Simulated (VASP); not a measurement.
# Pd (I4/mmm) in VASP: further runs

The runs below take Pd through single point, with PBE.

Everything below comes from runs of VASP 6.6.1. Logs are shortened: lines on timing, memory, paths and dates and some standing lists are left out, and cuts for length are marked.

### 1 The cell of the first run

The structure is tetragonal, space group I4/mmm (No. 139). Conventional cell: a = 2.682 Å, b = 2.682 Å, c = 3.987 Å, α = 90.00°, β = 90.00°, γ = 90.00°. Pd (site symmetry 4/mmm) has 12 Pd at 2.68 to 2.75 Å within 3.5 Å.

### 2 Single point, PBE (strain -0.025 along x and y, +0.025 along z)

INCAR reads:

```
ALGO = Normal
EDIFF = 1E-7
ENCUT = 520
GGA = PE
ISIF = 2
ISMEAR = 0
LASPH = T
LCHARG = F
LREAL = F
LWAVE = F
NBANDS = 11
NELM = 100
PREC = Accurate
SIGMA = 0.15
```

KPOINTS reads:

```
k-points
0
Gamma
  8 8 8
```

POSCAR reads:

```
Pd
1.0
    0.0000000000      1.8962775000      1.9935225000
    1.8962775000      0.0000000000      1.9935225000
    1.8962775000      1.8962775000      0.0000000000
Pd
1
Direct
    0.0000000000      0.0000000000      0.0000000000
```

Potentials or basis: VASP PAW PBE potentials, release 64 (Pd).

The run is started by

```bash
$ cat potpaw_PBE.64/Pd/POTCAR > POTCAR
$ mpirun -np 1 vasp_std > vasp.out
```

OUTCAR:

```text
EDIFF = 1E-7
   ENCUT = 520
   GGA = PE
   ISIF = 2
   ISMEAR = 0
   LASPH = T
   LREAL = F
   NELM = 100
   PREC = Accurate

 ion  position               nearest neighbor table
   1  0.000  0.000  0.000-

  LATTYP: Found a body centered tetragonal cell.
 ALAT       =     2.6817413585
 C/A-ratio  =     1.4867373348

  Lattice vectors:

 A1 = (  -1.8962775000,   0.0000000000,   1.9935225000)
 A2 = (   1.8962775000,   0.0000000000,   1.9935225000)
 A3 = (   0.0000000000,   1.8962775000,  -1.9935225000)

Analysis of symmetry for initial positions (statically):
=====================================================================
 Subroutine PRICEL returns:
 Original cell was already a primitive cell.

 Routine SETGRP: Setting up the symmetry group for a
 body centered tetragonal supercell.

 Subroutine GETGRP returns: Found 16 space group operations
 (whereof 16 operations were pure point group operations)
 out of a pool of 16 trial point group operations.

The static configuration has the point symmetry D_4h.

Analysis of symmetry for dynamics (positions and initial velocities):
=====================================================================
 Subroutine PRICEL returns:
 Original cell was already a primitive cell.

 Routine SETGRP: Setting up the symmetry group for a
 body centered tetragonal supercell.

 Subroutine GETGRP returns: Found 16 space group operations
 (whereof 16 operations were pure point group operations)
 out of a pool of 16 trial point group operations.

The dynamic configuration has the point symmetry D_4h.

 Subroutine INISYM returns: Found 16 space group operations
 (whereof 16 operations are pure point group operations),
 and found     1 'primitive' translations

----------------------------------------------------------------------------------------

                                     Primitive cell

  volume of cell :      14.3369

  direct lattice vectors                    reciprocal lattice vectors
     0.000000000  1.896277500  1.993522500    -0.263674489  0.263674489  0.250812318
     1.896277500  0.000000000  1.993522500     0.263674489 -0.263674489  0.250812318
     1.896277500  1.896277500  0.000000000     0.263674489  0.263674489 -0.250812318

  length of vectors
     2.751363356  2.751363356  2.681741359     0.449394360  0.449394360  0.449394360

  position of ions in fractional coordinates (direct lattice)
     0.000000000  0.000000000  0.000000000

  ion indices of the primitive-cell ions
   primitive index   ion index
                 1           1

----------------------------------------------------------------------------------------

 KPOINTS: k-points

Automatic generation of k-mesh.
 Grid dimensions read from file:
 generate k-points for:    8    8    8

 Generating k-lattice:

  Cartesian coordinates                     Fractional coordinates (reciprocal lattice)
    -0.032959311  0.032959311  0.031351540     0.125000000  0.000000000  0.000000000
     0.032959311 -0.032959311  0.031351540     0.000000000  0.125000000  0.000000000
     0.032959311  0.032959311 -0.031351540     0.000000000  0.000000000  0.125000000

  Length of vectors
     0.056174295  0.056174295  0.056174295

  Shift w.r.t. Gamma in fractional coordinates (k-lattice)
     0.000000000  0.000000000  0.000000000

 Subroutine IBZKPT returns following result:
 ===========================================

 Found     59 irreducible k-points:

 Following reciprocal coordinates:
            Coordinates               Weight
  0.000000  0.000000  0.000000      1.000000
  0.125000 -0.000000  0.000000      8.000000
  0.250000 -0.000000  0.000000      8.000000
  0.375000  0.000000  0.000000      8.000000
  0.500000 -0.000000  0.000000      4.000000
  0.125000  0.125000  0.000000      2.000000
[... 16 lines left out ...]
  0.250000 -0.000000  0.125000     16.000000
  0.375000  0.000000  0.125000     16.000000
 [... further k-points ...]
   k-points           NKPTS =     59   k-points in BZ     NKDIM =     59   number of bands    NBANDS=     11
   number of dos      NEDOS =    301   number of ions     NIONS =      1
   total plane-waves  NPLWV =   8000
   dimension x,y,z NGX =    20 NGY =   20 NGZ =   20
   dimension x,y,z NGXF=    40 NGYF=   40 NGZF=   40
   ions per type =               1
   NGX,Y,Z   is equivalent  to a cutoff of  12.08, 12.08, 12.40 a.u.
   NGXF,Y,Z  is equivalent  to a cutoff of  24.17, 24.17, 24.80 a.u.
 SYSTEM =  unknown system
   PREC   = accura    normal or accurate (medium, high low for compatibility)
   ISTART =      0    job   : 0-new  1-cont  2-samecut
   ICHARG =      2    charge: 1-file 2-atom 10-const
   ISPIN  =      1    spin polarized calculation?
   LNONCOLLINEAR =      F non collinear calculations
   LSORBIT =      F    spin-orbit coupling
   LASPH  =      T    aspherical Exc in radial PAW
   ENCUT  =  520.0 eV  38.22 Ry    6.18 a.u.   5.12  5.12  4.99*2*pi/ulx,y,z
   NELM   =    100;   NELMIN=  2; NELMDL= -5     # of ELM steps
   EDIFF  = 0.1E-06   stopping-criterion for ELM
   LREAL  =      F    real-space projection
   EDIFFG = 0.1E-05   stopping-criterion for IOM
   NSW    =      0    number of steps for IOM
   IBRION =     -1    ionic relax: 0-MD 1-quasi-New 2-CG
   NFREE  =      0    steps in history (QN), initial steepest desc. (CG)
   ISIF   =      2    stress and relaxation
   ISYM   =      2    0-nonsym 1-usesym 2-fastsym
   POTIM  = 0.5000    time-step for ionic-motion
   TEBEG  =    0.0;   TEEND  =   0.0 temperature during run
   PSTRESS=    0.0 pullay stress
   NELECT =      10.0000    total number of electrons
   NUPDOWN=      -1.0000    fix difference up-down
   EMIN   =  10.00;   EMAX   =-10.00  energy-range for DOS
   EFERMI =   0.00;   METHOD = LEGACY
   ISMEAR =     0;   SIGMA  =   0.15  broadening in eV -4-tet -1-fermi 0-gaus
   EFERMI_NEDOS =   21; number of points for ismear=-14 and -15
   IALGO  =     38    algorithm
   IMIX   =      4    mixing-type and parameters
     AMIX     =   0.40;   BMIX     =  1.00
     AMIX_MAG =   1.60;   BMIX_MAG =  1.00
  volume/ion in A,a.u.               =      14.34        96.75
  Fermi-wavevector in a.u.,A,eV,Ry     =   1.451855  2.743608 28.679481  2.107882
  Thomas-Fermi vector in A             =   2.569304
   LORBIT       =      0    0 simple, 1 ext, 2 COOP (PROOUT), +10 PAW based schemes
   GGA     = PE    functional components
   LHFCALC =     F    Hartree Fock is set to
   AEXX    =    0.0000 exact exchange contribution
   IVDW    =     0    specifies the selected vdW correction
   LEPSILON=     F    determine dielectric tensor
   LRPA    =     F    only Hartree local field effects (RPA)
 non-spin polarized calculation
 Gauss-broadening in eV      SIGMA  =   0.15
  energy-cutoff  :      520.00
  volume of cell :       14.34
 maximum number of plane-waves:       400
   NGX = 11   NGY = 11   NGZ =  9

 number of electron      10.0000002 magnetization

 Free energy of the ion-electron system (eV)
  ---------------------------------------------------
  ext. energy  EPLUGINS =         0.00000000
  ---------------------------------------------------
  free energy    TOTEN  =        -5.16342251 eV

  energy without entropy =       -5.14048957  energy(sigma->0) =       -5.15195604

 E-fermi :  10.3758     XC(G=0): -13.3569

 val. band max:       10.3505105867   @ k =   0.5000   0.0000   0.1250
 cond. band min:      10.3851209670   @ k =   0.5000  -0.0000   0.0000
 fundamental gap:      0.0346103804
 Fermi energy:        10.3758392587

 k-point     1 :       0.0000    0.0000    0.0000
  band No.  band energies     occupation
      1       2.9107      2.00000
      2       7.0058      2.00000
      3       7.5103      2.00000
      4       7.5103      2.00000
      5       8.7404      2.00000
      6       9.2691      2.00000
      7      27.5190      0.00000
      8      31.5946      0.00000
      9      32.8330      0.00000
     10      32.8330      0.00000
     11      36.4906      0.00000

 k-point     2 :       0.1250   -0.0000    0.0000
  band No.  band energies     occupation
      1       3.4723      2.00000
      2       7.0425      2.00000
      3       7.4640      2.00000
      4       7.6923      2.00000
      5       8.7153      2.00000
      6       9.1584      2.00000
      7      28.0109      0.00000
      8      29.6838      0.00000
      9      32.6769      0.00000
     10      33.4955      0.00000
     11      36.5464      0.00000

 k-point     3 :       0.2500   -0.0000    0.0000
  band No.  band energies     occupation
      1       4.6285      2.00000
      2       7.2808      2.00000
      3       7.4294      2.00000
      4       7.8595      2.00000
      5       9.0981      2.00000
      6       9.2453      2.00000
      7      25.0686      0.00000
      8      28.5695      0.00000
      9      33.9859      0.00000
     10      34.6063      0.00000
     11      36.0191      0.00000

 k-point     4 :       0.3750    0.0000    0.0000
  band No.  band energies     occupation
      1       4.8656      2.00000
      2       7.1749      2.00000
      3       7.6409      2.00000
      4       9.3279      2.00000
      5       9.8462      2.00000
      6       9.9490      1.99994
      7      20.5337      0.00000
      8      27.3467      0.00000
      9      32.4175      0.00000
     10      33.1930      0.00000
     11      36.4938      0.00000
[... 239 lines left out ...]
 k-point    22 :       0.1250    0.0000    0.1250
  band No.  band energies     occupation
      1       3.6852      2.00000
      2       7.0673      2.00000
      3       7.4104      2.00000
      4       7.8152      2.00000
      5       8.6601      2.00000
      6       9.1218      2.00000
      7      28.3501      0.00000
      8      30.6996      0.00000
      9      31.2343      0.00000
     10      32.2050      0.00000
     11      36.5402      0.00000

 k-point    23 :       0.2500   -0.0000    0.1250
  band No.  band energies     occupation
      1       4.7378      2.00000
      2       6.7017      2.00000
      3       7.6850      2.00000
      4       8.0010      2.00000
      5       8.8375      2.00000
      6       9.3788      2.00000
      7      26.8220      0.00000
      8      29.0767      0.00000
      9      30.9472      0.00000
     10      32.8126      0.00000
     11      36.4021      0.00000

 k-point    24 :       0.3750    0.0000    0.1250
  band No.  band energies     occupation
      1       5.2551      2.00000
      2       7.2532      2.00000
      3       7.4680      2.00000
      4       7.8171      2.00000
      5      10.0443      1.99823
      6      10.5094      0.20797
      7      22.1525      0.00000
      8      28.0672      0.00000
      9      30.1632      0.00000
     10      32.3460      0.00000
     11      36.5378      0.00000

 [... further k-points ...]

------------------------ aborting loop because EDIFF is reached ----------------------------------------

  FORCE on cell =-STRESS in cart. coord.  units (eV):
  Direction    XX          YY          ZZ          XY          YZ          ZX
  --------------------------------------------------------------------------------------
  -------------------------------------------------------------------------------------
  Total        1.3756208      1.3756208      1.0391397      0.0000000     -0.0000000      0.0000000
  in kB      153.7284987    153.7284987    116.1260404      0.0000000     -0.0000000      0.0000000
  external PRESSURE =     141.1943460 kB  Pullay stress =       0.0000000 kB

 VOLUME and BASIS-vectors are now :
 -----------------------------------------------------------------------------
  energy-cutoff  :      520.00
  volume of cell :       14.34
      direct lattice vectors                 reciprocal lattice vectors
     0.000000000  1.896277500  1.993522500    -0.263674489  0.263674489  0.250812318
     1.896277500  0.000000000  1.993522500     0.263674489 -0.263674489  0.250812318
     1.896277500  1.896277500  0.000000000     0.263674489  0.263674489 -0.250812318

 POSITION                                       TOTAL-FORCE (eV/Angst)
 -----------------------------------------------------------------------------------
      0.00000      0.00000      0.00000        -0.000000     -0.000000      0.000000
 -----------------------------------------------------------------------------------
    total drift:                               -0.000000     -0.000000     -0.000000

  FREE ENERGIE OF THE ION-ELECTRON SYSTEM (eV)
  ---------------------------------------------------
  free  energy   TOTEN  =        -5.1634225146 eV

  energy  without entropy=       -5.1404895657  energy(sigma->0) =       -5.15195604
```

Wall time 14 s (1 thread of AMD EPYC 7R43 (Zen 3), shared host); peak memory 0.09 GiB.

Results:

- Free energy: -5.1634 eV
- Pressure: 14.1 GPa
- Band gap on the k mesh: zero (band 5 reaches 10.81 eV, above the bottom of band 6 at 9.12 eV)

Levels at points of the mesh, in eV from the Fermi level:
```tsv
k point	band 3	band 4	band 5	band 6	band 7	band 8
(0.00, 0.00, 0.00)	-2.87	-2.87	-1.64	-1.11	17.14	21.22
(0.50, 0.00, 0.00)	-2.87	-0.19	0.01	0.86	7.49	16.37
(0.50, 0.50, 0.00)	-0.10	0.22	0.22	2.60	10.09	13.91
(0.50, 0.00, 0.50)	-0.15	0.06	0.43	3.60	11.45	12.82
```

Caveat: the cell differs from its parent crystal (strain -0.025 along x and y, +0.025 along z).

### 3 Single point, PBE (strain +0.000 along x and y, +0.050 along z)

INCAR reads:

```
SYSTEM = Pd
  PREC = Accurate
  ENCUT = 520
  EDIFF = 1E-7
  ISMEAR = 0
  SIGMA = 0.15
  LREAL = .FALSE.
  LASPH = .TRUE.
  NELM = 80
  ALGO = Fast
  ISIF = 2
  LWAVE = .FALSE.
  LCHARG = .FALSE.
  GGA = PE
  NBANDS = 11
```

KPOINTS reads:

```
regular mesh
0
G
  8 8 8
  0 0 0
```

POSCAR reads:

```
Pd
1.0
    0.0000000000      1.9449000000      2.0421450000
    1.9449000000      0.0000000000      2.0421450000
    1.9449000000      1.9449000000      0.0000000000
Pd
1
Direct
    0.0000000000      0.0000000000      0.0000000000
```

Potentials or basis: VASP PAW PBE potentials, release 64 (Pd).

The run is started by

```bash
$ cat potpaw_PBE.64/Pd/POTCAR > POTCAR
$ mpirun -np 1 vasp_std > vasp.out
```

OUTCAR:

```text
SYSTEM = Pd
   PREC = Accurate
   ENCUT = 520
   EDIFF = 1E-7
   ISMEAR = 0
   LREAL = .FALSE.
   LASPH = .TRUE.
   NELM = 80
   ISIF = 2
   GGA = PE

 ion  position               nearest neighbor table
   1  0.000  0.000  0.000-

  LATTYP: Found a body centered tetragonal cell.
 ALAT       =     2.7505039575
 C/A-ratio  =     1.4849242405

  Lattice vectors:

 A1 = (  -1.9449000000,   0.0000000000,   2.0421450000)
 A2 = (   1.9449000000,   0.0000000000,   2.0421450000)
 A3 = (   0.0000000000,   1.9449000000,  -2.0421450000)

Analysis of symmetry for initial positions (statically):
=====================================================================
 Subroutine PRICEL returns:
 Original cell was already a primitive cell.

 Routine SETGRP: Setting up the symmetry group for a
 body centered tetragonal supercell.

 Subroutine GETGRP returns: Found 16 space group operations
 (whereof 16 operations were pure point group operations)
 out of a pool of 16 trial point group operations.

The static configuration has the point symmetry D_4h.

Analysis of symmetry for dynamics (positions and initial velocities):
[... 160 lines left out ...]

 val. band max:        9.1114181426   @ k =   0.5000   0.0000   0.0000
 cond. band min:       9.1199331950   @ k =   0.5000   0.0000   0.2500
 fundamental gap:      0.0085150524
 Fermi energy:         9.1118257092

 k-point     1 :       0.0000    0.0000    0.0000
  band No.  band energies     occupation
      1       2.2359      2.00000
      2       6.1290      2.00000
      3       6.5716      2.00000
      4       6.5716      2.00000
      5       7.6672      2.00000
      6       8.1228      2.00000
      7      26.2220      0.00000
      8      30.0036      0.00000
      9      31.0444      0.00000
     10      31.0444      0.00000
     11      35.6453      0.00000
[... 309 lines left out ...]
 k-point    24 :       0.3750    0.0000    0.1250
  band No.  band energies     occupation
      1       4.5213      2.00000
      2       6.3602      2.00000
      3       6.5400      2.00000
      4       6.8513      2.00000
      5       8.8147      1.99492
      6       9.2829      0.10676
      7      20.2767      0.00000
      8      26.5100      0.00000
      9      28.0751      0.00000
     10      30.2136      0.00000
     11      35.5643      0.00000

 [... further k-points ...]
[... 5 lines left out ...]
  --------------------------------------------------------------------------------------
  -------------------------------------------------------------------------------------
  Total        0.0178258      0.0178258     -0.2510853      0.0000000     -0.0000000      0.0000000
  in kB        1.8486218      1.8486218    -26.0387849      0.0000000     -0.0000000      0.0000000
  external PRESSURE =      -7.4471805 kB  Pullay stress =       0.0000000 kB

 VOLUME and BASIS-vectors are now :
 -----------------------------------------------------------------------------
  energy-cutoff  :      520.00
  volume of cell :       15.45
      direct lattice vectors                 reciprocal lattice vectors
     0.000000000  1.944900000  2.042145000    -0.257082626  0.257082626  0.244840597
     1.944900000  0.000000000  2.042145000     0.257082626 -0.257082626  0.244840597
     1.944900000  1.944900000  0.000000000     0.257082626  0.257082626 -0.244840597

 POSITION                                       TOTAL-FORCE (eV/Angst)
 -----------------------------------------------------------------------------------
      0.00000      0.00000      0.00000        -0.000000     -0.000000      0.000000
 -----------------------------------------------------------------------------------
    total drift:                               -0.000000     -0.000000      0.000000

  FREE ENERGIE OF THE ION-ELECTRON SYSTEM (eV)
  ---------------------------------------------------
  free  energy   TOTEN  =        -5.2066977527 eV

  energy  without entropy=       -5.1829492473  energy(sigma->0) =       -5.19482350
```

Run time: 13 s. Hardware: 1 thread of AMD EPYC 7R43 (Zen 3), shared host; peak memory 0.1 GiB.

Results:

- Free energy: -5.2067 eV
- Pressure: -0.7 GPa
- Band gap on the k mesh: zero (band 5 reaches 9.48 eV, above the bottom of band 6 at 8.00 eV)

Levels at points of the mesh, in eV from the Fermi level:
```
           k point  band 1  band 2  band 3  band 4  band 5  band 6  band 7  band 8  band 9  band 10
(0.00, 0.00, 0.00)   -6.88   -2.98   -2.54   -2.54   -1.44   -0.99   17.11   20.89   21.93    21.93
(0.50, 0.00, 0.00)   -5.01   -2.94   -2.54   -0.18    0.00    1.03    6.90   16.31   20.17    21.10
(0.50, 0.50, 0.00)   -5.09   -4.82   -0.10    0.19    0.19    2.68    9.39   13.48   13.48    21.36
(0.50, 0.00, 0.50)   -5.09   -4.79   -0.14    0.05    0.37    3.58   10.65   12.48   12.70    20.58
```

Caveat: the cell differs from its parent crystal (strain +0.000 along x and y, +0.050 along z).

(Continued in part 2 of 2.)
